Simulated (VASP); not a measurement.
The system is MgO.

```
Mg O
1.0
    -0.05255    2.10217    2.10217
     2.10217   -0.05255    2.10217
     2.04961    2.04961    0.00000
Mg O
1 1
Direct
  0.00000 0.00000 0.00000
  0.50000 0.50000 0.50000
```

This cell differs from its parent crystal: shear xy strain -5.0%.

Base run:

| Property | Result |
| --- | --- |
| Program | VASP 6.6.1 |
| Functional | r2SCAN |
| Potentials or basis | VASP PAW PBE potentials, release 64 (Mg, O) |
| Cutoff | 520 eV |
| k mesh | 10 × 10 × 10 |
| Occupations | gaussian, width 0.01 eV |
| Spin | no spin polarisation |

Its results: band gap on the k mesh 5.43 eV, direct; pressure -1.0 GPa.

Task: The run is repeated on the same cell with these changes: functional from r2SCAN to PBE; k mesh from 10 × 10 × 10 to 6 × 6 × 6. What comes out?

Result: Band gap on the k mesh 4.56 eV, direct; pressure 5.0 GPa.

Several settings changed at once, so the effect can't be laid on one alone.

Caveats: some runs use coarse meshes; the PAW data sets were made with another functional, which shifts forces and pressure a little (some runs).

